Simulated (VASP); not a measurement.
# H (Immm) in VASP: notebook

Runs on H. Level: LDA. Tasks: single point.

Everything below comes from runs of VASP 6.6.1. Logs are shortened: lines on timing, memory, paths and dates and some standing lists are left out, and cuts for length are marked.

## Step 1: The cell of the first run

Symmetry: Immm, No. 71, orthorhombic system. Conventional cell: a = 3.180 Å, b = 3.383 Å, c = 4.117 Å, α = 90.00°, β = 90.00°, γ = 90.00°. H (site symmetry mm2) has 1 H at 0.74 Å within 1.0 Å.

## Step 2: Single point, LDA (strain -0.0600 x Voigt [0, 1, 0, 0, 0, 0])

INCAR reads:

```
PREC = Accurate ; ENCUT = 520
EDIFF = 1E-6 ; ISMEAR = 0
SIGMA = 0.05 ; LREAL = False
LASPH = True ; NELM = 80
ALGO = Normal ; ISIF = 2
LWAVE = False ; LCHARG = False
NBANDS = 8
```

KPOINTS reads:

```
Automatic mesh
0
Gamma
  10 10 10
```

POSCAR reads:

```
H
1.0
   -1.6915344700      1.5900424018      2.0584739900
    1.6915344700     -1.5900424018      2.0584739900
    1.6915344700      1.5900424018     -2.0584739900
H
2
Direct
    0.9098622900      0.9098622900      0.0000000000
    0.0901377100      0.0901377100      0.0000000000
```

Potentials or basis: VASP PAW LDA potentials, release 64 (H).

On the command line:

```console
$ cat potpaw_LDA.64/H/POTCAR > POTCAR
$ mpirun -np 1 vasp_std > vasp.out
```

OUTCAR:

```text
PREC = Accurate
   ENCUT = 520
   EDIFF = 1E-6
   ISMEAR = 0
   LREAL = False
   LASPH = True
   NELM = 80
   ISIF = 2

 ion  position               nearest neighbor table
   1  0.910  0.910  0.000-   2 0.74
   2  0.090  0.090  0.000-   1 0.74

  LATTYP: Found a body centered orthorhombic cell.
 ALAT       =     3.1800848036
 B/A-ratio  =     1.0638297872
 C/A-ratio  =     1.2946032053

  Lattice vectors:

 A1 = (   1.6915344700,  -1.5900424018,  -2.0584739900)
 A2 = (  -1.6915344700,   1.5900424018,  -2.0584739900)
 A3 = (   1.6915344700,   1.5900424018,   2.0584739900)

Analysis of symmetry for initial positions (statically):
=====================================================================
 Subroutine PRICEL returns:
 Original cell was already a primitive cell.

 Routine SETGRP: Setting up the symmetry group for a
 body centered orthorhombic supercell.

 Subroutine GETGRP returns: Found  8 space group operations
 (whereof  8 operations were pure point group operations)
 out of a pool of  8 trial point group operations.

The static configuration has the point symmetry D_2h.

Analysis of symmetry for dynamics (positions and initial velocities):
=====================================================================
 Subroutine PRICEL returns:
 Original cell was already a primitive cell.

 Routine SETGRP: Setting up the symmetry group for a
 body centered orthorhombic supercell.

 Subroutine GETGRP returns: Found  8 space group operations
 (whereof  8 operations were pure point group operations)
 out of a pool of  8 trial point group operations.

The dynamic configuration has the point symmetry D_2h.

 Subroutine INISYM returns: Found  8 space group operations
 (whereof  8 operations are pure point group operations),
 and found     1 'primitive' translations

----------------------------------------------------------------------------------------

                                     Primitive cell

  volume of cell :      22.1460

  direct lattice vectors                    reciprocal lattice vectors
    -1.691534470  1.590042402  2.058473990     0.000000000  0.314457023  0.242898381
     1.691534470 -1.590042402  2.058473990     0.295589602  0.000000000  0.242898381
     1.691534470  1.590042402 -2.058473990     0.295589602  0.314457023  0.000000000

  length of vectors
     3.102714758  3.102714758  3.102714758     0.397344741  0.382587031  0.431574364

  position of ions in fractional coordinates (direct lattice)
     0.909862290  0.909862290  0.000000000
     0.090137710  0.090137710  0.000000000

  ion indices of the primitive-cell ions
   primitive index   ion index
                 1           1
                 2           2

----------------------------------------------------------------------------------------

 KPOINTS: Automatic mesh

Automatic generation of k-mesh.
 Grid dimensions read from file:
 generate k-points for:   10   10   10

 Generating k-lattice:

  Cartesian coordinates                     Fractional coordinates (reciprocal lattice)
     0.000000000  0.031445702  0.024289838     0.100000000  0.000000000 -0.000000000
     0.029558960  0.000000000  0.024289838     0.000000000  0.100000000 -0.000000000
     0.029558960  0.031445702  0.000000000     0.000000000  0.000000000  0.100000000

  Length of vectors
     0.039734474  0.038258703  0.043157436

  Shift w.r.t. Gamma in fractional coordinates (k-lattice)
     0.000000000  0.000000000  0.000000000

 Subroutine IBZKPT returns following result:
 ===========================================

 Found    171 irreducible k-points:

 Following reciprocal coordinates:
            Coordinates               Weight
  0.000000  0.000000  0.000000      1.000000
  0.100000 -0.000000  0.000000      4.000000
  0.200000 -0.000000  0.000000      4.000000
  0.300000  0.000000 -0.000000      4.000000
  0.400000  0.000000 -0.000000      4.000000
  0.500000 -0.000000  0.000000      2.000000
[... 16 lines left out ...]
 -0.400000  0.200000  0.000000      8.000000
 -0.300000  0.200000  0.000000      8.000000
 [... further k-points ...]
   k-points           NKPTS =    171   k-points in BZ     NKDIM =    171   number of bands    NBANDS=      8
   number of dos      NEDOS =    301   number of ions     NIONS =      2
   total plane-waves  NPLWV =  13824
   dimension x,y,z NGX =    24 NGY =   24 NGZ =   24
   dimension x,y,z NGXF=    48 NGYF=   48 NGZF=   48
   ions per type =               2
   NGX,Y,Z   is equivalent  to a cutoff of  12.86, 12.86, 12.86 a.u.
   NGXF,Y,Z  is equivalent  to a cutoff of  25.72, 25.72, 25.72 a.u.
 SYSTEM =  unknown system
   PREC   = accura    normal or accurate (medium, high low for compatibility)
   ISTART =      0    job   : 0-new  1-cont  2-samecut
   ICHARG =      2    charge: 1-file 2-atom 10-const
   ISPIN  =      1    spin polarized calculation?
   LNONCOLLINEAR =      F non collinear calculations
   LSORBIT =      F    spin-orbit coupling
   LASPH  =      T    aspherical Exc in radial PAW
   ENCUT  =  520.0 eV  38.22 Ry    6.18 a.u.   5.77  5.77  5.77*2*pi/ulx,y,z
   NELM   =     80;   NELMIN=  2; NELMDL= -5     # of ELM steps
   EDIFF  = 0.1E-05   stopping-criterion for ELM
   LREAL  =      F    real-space projection
   EDIFFG = 0.1E-04   stopping-criterion for IOM
   NSW    =      0    number of steps for IOM
   IBRION =     -1    ionic relax: 0-MD 1-quasi-New 2-CG
   NFREE  =      0    steps in history (QN), initial steepest desc. (CG)
   ISIF   =      2    stress and relaxation
   ISYM   =      2    0-nonsym 1-usesym 2-fastsym
   POTIM  = 0.5000    time-step for ionic-motion
   TEBEG  =    0.0;   TEEND  =   0.0 temperature during run
   PSTRESS=    0.0 pullay stress
   NELECT =       2.0000    total number of electrons
   NUPDOWN=      -1.0000    fix difference up-down
   EMIN   =  10.00;   EMAX   =-10.00  energy-range for DOS
   EFERMI =   0.00;   METHOD = LEGACY
   ISMEAR =     0;   SIGMA  =   0.05  broadening in eV -4-tet -1-fermi 0-gaus
   EFERMI_NEDOS =   21; number of points for ismear=-14 and -15
   IALGO  =     38    algorithm
   IMIX   =      4    mixing-type and parameters
     AMIX     =   0.40;   BMIX     =  1.00
     AMIX_MAG =   1.60;   BMIX_MAG =  1.00
  volume/ion in A,a.u.               =      11.07        74.72
  Fermi-wavevector in a.u.,A,eV,Ry     =   0.734491  1.387987  7.340032  0.539477
  Thomas-Fermi vector in A             =   1.827457
   LORBIT       =      0    0 simple, 1 ext, 2 COOP (PROOUT), +10 PAW based schemes
   GGA     = CA    functional components
   LHFCALC =     F    Hartree Fock is set to
   AEXX    =    0.0000 exact exchange contribution
   IVDW    =     0    specifies the selected vdW correction
   LEPSILON=     F    determine dielectric tensor
   LRPA    =     F    only Hartree local field effects (RPA)
 non-spin polarized calculation
 Gauss-broadening in eV      SIGMA  =   0.05
  energy-cutoff  :      520.00
  volume of cell :       22.15
 maximum number of plane-waves:       610
   NGX = 11   NGY = 11   NGZ = 11

 number of electron       2.0000000 magnetization

 Free energy of the ion-electron system (eV)
  ---------------------------------------------------
  ext. energy  EPLUGINS =         0.00000000
  ---------------------------------------------------
  free energy    TOTEN  =        -6.77207434 eV

  energy without entropy =       -6.77207434  energy(sigma->0) =       -6.77207434

 E-fermi :  -7.7034     XC(G=0):  -6.0893

 val. band max:       -7.8931706686   @ k =   0.5000   0.5000   0.5000
 cond. band min:       0.1701791230   @ k =  -0.0000   0.5000   0.0000
 fundamental gap:      8.0633497916
 Fermi energy:        -7.7033545245

 k-point     1 :       0.0000    0.0000    0.0000
  band No.  band energies     occupation
      1     -10.6913      2.00000
      2       5.5895      0.00000
      3       9.3724      0.00000
      4      15.1970      0.00000
      5      16.3588      0.00000
      6      16.7960      0.00000
      7      18.4049      0.00000
      8      18.9572      0.00000

 k-point     2 :       0.1000   -0.0000    0.0000
  band No.  band energies     occupation
      1     -10.5462      2.00000
      2       5.0063      0.00000
      3       9.6193      0.00000
      4      14.3009      0.00000
      5      14.6257      0.00000
      6      17.8510      0.00000
      7      18.0245      0.00000
      8      19.2790      0.00000

 k-point     3 :       0.2000   -0.0000    0.0000
  band No.  band energies     occupation
      1     -10.1357      2.00000
      2       3.7006      0.00000
      3       9.8868      0.00000
      4      12.2734      0.00000
      5      13.2650      0.00000
      6      17.5058      0.00000
      7      18.4518      0.00000
      8      19.1399      0.00000

 k-point     4 :       0.3000    0.0000   -0.0000
  band No.  band energies     occupation
      1      -9.5506      2.00000
      2       2.2154      0.00000
      3       9.5844      0.00000
      4      10.9763      0.00000
      5      12.5713      0.00000
      6      16.0828      0.00000
      7      17.4392      0.00000
      8      20.0721      0.00000

 k-point     5 :       0.4000    0.0000   -0.0000
  band No.  band energies     occupation
      1      -8.9842      2.00000
      2       0.9963      0.00000
      3       8.9116      0.00000
      4      10.6633      0.00000
      5      12.2130      0.00000
      6      15.0889      0.00000
      7      17.1508      0.00000
      8      18.7190      0.00000
[... 177 lines left out ...]
 k-point    22 :       0.5000    0.2000    0.0000
  band No.  band energies     occupation
      1      -8.6798      2.00000
      2       1.5228      0.00000
      3       5.8219      0.00000
      4       9.5848      0.00000
      5      11.5748      0.00000
      6      16.4329      0.00000
      7      19.4630      0.00000
      8      20.2784      0.00000

 k-point    23 :      -0.4000    0.2000    0.0000
  band No.  band energies     occupation
      1      -9.1168      2.00000
      2       2.3880      0.00000
      3       6.6548      0.00000
      4       9.8480      0.00000
      5      11.5599      0.00000
      6      17.0758      0.00000
      7      17.1116      0.00000
      8      20.2640      0.00000

 k-point    24 :      -0.3000    0.2000    0.0000
  band No.  band energies     occupation
      1      -9.6429      2.00000
      2       3.4532      0.00000
      3       7.4254      0.00000
      4      11.0567      0.00000
      5      12.2114      0.00000
      6      14.7900      0.00000
      7      18.0084      0.00000
      8      21.1259      0.00000

 [... further k-points ...]
[... 5 lines left out ...]
  --------------------------------------------------------------------------------------
  -------------------------------------------------------------------------------------
  Total       -0.1330440     -0.1217303      0.5985727     -0.0000000      0.0000000      0.0000000
  in kB       -9.6252252     -8.8067231     43.3044520     -0.0000000      0.0000000      0.0000000
  external PRESSURE =       8.2908346 kB  Pullay stress =       0.0000000 kB

 VOLUME and BASIS-vectors are now :
 -----------------------------------------------------------------------------
  energy-cutoff  :      520.00
  volume of cell :       22.15
      direct lattice vectors                 reciprocal lattice vectors
    -1.691534470  1.590042402  2.058473990     0.000000000  0.314457023  0.242898381
     1.691534470 -1.590042402  2.058473990     0.295589602  0.000000000  0.242898381
     1.691534470  1.590042402 -2.058473990     0.295589602  0.314457023  0.000000000

 POSITION                                       TOTAL-FORCE (eV/Angst)
 -----------------------------------------------------------------------------------
      0.00000      0.00000      3.74586        -0.000000     -0.000000     -0.978101
      0.00000      0.00000      0.37109         0.000000      0.000000      0.978101
 -----------------------------------------------------------------------------------
    total drift:                               -0.000000      0.000000      0.000000

  FREE ENERGIE OF THE ION-ELECTRON SYSTEM (eV)
  ---------------------------------------------------
  free  energy   TOTEN  =        -6.7720743439 eV

  energy  without entropy=       -6.7720743439  energy(sigma->0) =       -6.77207434
```

Wall time 14 s (1 thread of Intel Xeon Platinum 8375C at 2.90GHz (Ice Lake), shared host); peak memory 0.13 GiB.

What came out:

```yaml
Free_energy: -6.7721 eV
Pressure: 0.8 GPa
Largest_force: 0.978 eV/Å
Band_gap_on_the_k_mesh: 8.06 eV, indirect (least direct gap 9.07 eV)
```

Forces on the atoms (eV/Å):
```
H    0.000  0.000 -0.978
H    0.000  0.000  0.978
```

Caveat: the cell differs from its parent crystal (strain -0.0600 x Voigt [0, 1, 0, 0, 0, 0]).

## Step 3: Single point, LDA (strain -0.0450 x Voigt [0, 1, 0, 0, 0, 0])

INCAR reads:

```
PREC = Accurate
ENCUT = 520
EDIFF = 1E-7
ISMEAR = 0
SIGMA = 0.05
LREAL = F
LASPH = T
NELM = 60
ALGO = Normal
ISIF = 2
LWAVE = F
LCHARG = F
NBANDS = 8
```

KPOINTS is that of step 2.

POSCAR reads:

```
H
1.0
   -1.6915344700      1.6154154188      2.0584739900
    1.6915344700     -1.6154154188      2.0584739900
    1.6915344700      1.6154154188     -2.0584739900
H
2
Direct
    0.9098622900      0.9098622900      0.0000000000
    0.0901377100      0.0901377100      0.0000000000
```

Potentials or basis: VASP PAW LDA potentials, release 64 (H).

On the command line:

```console
$ cat potpaw_LDA.64/H/POTCAR > POTCAR
$ mpirun -np 1 vasp_std > vasp.out
```

It took 14 s on 1 thread of Intel Xeon Platinum 8375C at 2.90GHz (Ice Lake), shared host; peak memory 0.13 GiB.

The run converged. Its results:

```yaml
Free_energy: -6.7705 eV
Pressure: 0.8 GPa
Largest_force: 0.977 eV/Å
Band_gap_on_the_k_mesh: 8.12 eV, indirect (least direct gap 9.10 eV)
```

Forces in eV/Å, atoms in the order of the input:
```
H    0.000  0.000 -0.977
H    0.000  0.000  0.977
```

Stress tensor (GPa, compression positive):
```
-0.95  0.00  0.00
 0.00 -0.89  0.00
 0.00  0.00  4.25
```

Levels at points of the mesh, in eV from the valence-band top:
| k point | band 1 | band 2 | band 3 | band 4 |
| --- | --- | --- | --- | --- |
| (0.00, 0.00, 0.00) | -2.74 | 13.37 | 17.19 | 23.10 |
| (0.50, 0.00, 0.00) | -0.86 | 8.37 | 16.46 | 18.48 |
| (0.00, 0.50, 0.00) | -0.98 | 8.12 | 16.74 | 18.94 |
| (0.50, 0.50, 0.00) | -0.63 | 10.06 | 13.83 | 15.69 |
| (0.50, 0.50, 0.50) | 0.00 | 9.46 | 14.83 | 15.36 |

Caveat: the cell differs from its parent crystal (strain -0.0450 x Voigt [0, 1, 0, 0, 0, 0]).

## Step 4: Single point, LDA (strain -0.0300 x Voigt [0, 1, 0, 0, 0, 0])

INCAR reads:

```
ALGO = Normal
EDIFF = 1E-7
ENCUT = 520
GGA = CA
ISIF = 2
ISMEAR = 0
LASPH = True
LCHARG = False
LREAL = False
LWAVE = False
NBANDS = 8
NELM = 80
PREC = Accurate
SIGMA = 0.05
```

KPOINTS reads:

```
k-points
0
Gamma
  10 10 10
```

POSCAR reads:

```
H
1.0
   -1.6915344700      1.6407884359      2.0584739900
    1.6915344700     -1.6407884359      2.0584739900
    1.6915344700      1.6407884359     -2.0584739900
H
2
Direct
    0.9098622900      0.9098622900      0.0000000000
    0.0901377100      0.0901377100      0.0000000000
```

On the command line:

```console
$ cat potpaw_LDA.64/H/POTCAR > POTCAR
$ mpirun -np 1 vasp_std > vasp.out
```

Wall time 11 s (1 thread of Intel Xeon Platinum 8375C at 2.90GHz (Ice Lake), shared host); peak memory 0.13 GiB.

Results (log left out):

- Free energy: -6.7690 eV
- Pressure: 0.8 GPa
- Largest force: 0.975 eV/Å
- Band gap on the k mesh: 8.18 eV, indirect (least direct gap 9.12 eV)

Forces on the atoms (eV/Å):
```
H    0.000  0.000 -0.975
H    0.000  0.000  0.975
```

Stress tensor (GPa, compression positive):
```
-0.93  0.00  0.00
 0.00 -0.90  0.00
 0.00  0.00  4.17
```

Levels at points of the mesh, in eV from the valence-band top:
```csv
k point,band 1,band 2,band 3,band 4,band 5,band 6
"(0.00, 0.00, 0.00)",-2.68,13.27,17.11,23.10,23.64,24.81
"(0.50, 0.00, 0.00)",-0.87,8.34,16.40,18.47,19.90,22.54
"(0.00, 0.50, 0.00)",-0.94,8.18,16.57,18.79,20.38,23.15
"(0.50, 0.50, 0.00)",-0.64,10.03,13.80,15.63,18.44,19.24
"(0.50, 0.50, 0.50)",0.00,9.53,14.81,15.42,16.16,17.91
```

Caveat: the cell differs from its parent crystal (strain -0.0300 x Voigt [0, 1, 0, 0, 0, 0]). A k mesh can miss the band edges.

(Part 1 of 2 ends here.)
